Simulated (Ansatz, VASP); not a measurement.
# Two plane-wave programs on SrVO3

The input POSCAR:

```
SrVO3
1.0
    3.8408994000      0.0000000000      0.0000000000
    0.0000000000      3.8408994000      0.0000000000
    0.0000000000      0.0000000000      3.8408994000
Sr V O
1 1 3
Direct
    0.5000000000      0.5000000000      0.5000000000
    0.0000000000      0.0000000000      0.0000000000
    0.5000000000      0.0000000000      0.0000000000
    0.0000000000      0.5000000000      0.0000000000
    0.0000000000      0.0000000000      0.5000000000
```

File INCAR.step1:

```
SYSTEM = SrVO3
PREC = Accurate
ENCUT = 520
ISMEAR = 0
SIGMA = 0.05
LREAL = .False.
LASPH = .True.
NELM = 150
ISPIN = 2
MAGMOM = 0 1 0 0 0
LMAXMIX = 4
LDAU = .True.
LDAUTYPE = 2
LDAUL = -1 2 -1
LDAUU = 0 4 0
LDAUJ = 0 0 0
NBANDS = 32
GGA = PE
ALGO = Normal
EDIFF = 1E-4
LWAVE = .True.
LCHARG = .False.
```

INCAR.step2

```
SYSTEM = SrVO3
PREC = Accurate
ENCUT = 520
EDIFF = 1E-6
ISMEAR = 0
SIGMA = 0.05
LREAL = .False.
LASPH = .True.
NELM = 150
ALGO = Normal
ISIF = 2
LWAVE = .False.
LCHARG = .True.
ISPIN = 2
MAGMOM = 0 1 0 0 0
LORBIT = 11
LMAXMIX = 4
LDAU = .True.
LDAUTYPE = 2
LDAUL = -1 2 -1
LDAUU = 0 4 0
LDAUJ = 0 0 0
LDAUPRINT = 1
METAGGA = R2SCAN
LMIXTAU = .True.
LELF = .True.
LVHAR = .True.
NBANDS = 32
ISTART = 1
```

File KPOINTS:

```
Automatic mesh
0
Gamma
  5 5 5
  0 0 0
```

Input for Ansatz:

```yaml
crystal:
  lattice:
    - [3.8408994, 0.0, 0.0]
    - [0.0, 3.8408994, 0.0]
    - [0.0, 0.0, 3.8408994]
  atoms:
    - { symbol: Sr, position: [0.5, 0.5, 0.5] }
    - { symbol: V, position: [0.0, 0.0, 0.0], spin: 1.0 }
    - { symbol: O, position: [0.5, 0.0, 0.0] }
    - { symbol: O, position: [0.0, 0.5, 0.0] }
    - { symbol: O, position: [0.0, 0.0, 0.5] }
basis:
  ecutwfc: 500
  ecutrho_ratio: 4
kpoints:
  mp_grid: { grid: [5, 5, 5] }
hamiltonian:
  xc: r2scan
  hubbard: { sites: [{ site: 1, l: d, u_eff: 4.0 }] }
scf:
  occupations: { method: gaussian, width: 0.05 }
output:
  forces: true
  stress: true
  eigenvalues: true
  populations: true
  hubbard: { sites: [{ site: 1, l: d }] }
  write_density: true
  write_potential: true
  elf: true
  volumetric_format: npy
magnetization:
  spin_polarized: true
```

Alike in both runs: task single point; functional r2SCAN; k mesh 5 × 5 × 5; occupations gaussian, width 0.05 eV; collinear spin; Hubbard terms V d U = 4.0 eV.

|  | VASP | Ansatz |
| --- | --- | --- |
| version | VASP 6.6.1 | Ansatz 0.2.0 |
| potentials or method | VASP PAW PBE potentials, release 64 (Sr_sv, V_sv, O), cutoff 520 eV | scalar-relativistic, plane waves, PAW |
| valence electrons in the cell | 41 | 41 |

|  | VASP | Ansatz | Ansatz less VASP |
| --- | --- | --- | --- |
| pressure (GPa) | 5.1 | 4.2 | -0.90 |
| net moment per atom (μB) | 0.20 | 0.20 | 0.000 |
| size of the moment on the site where the two differ most (μB) | 1.20 | 0.85 | -0.353 |

VASP's potentials were made for PBE, not for r2SCAN. Site moments also hang on the region over which each program counts them. The programs project onto different local orbitals, so the same U acts differently, and such runs can settle in different states. Ansatz's warnings: reached outside group.
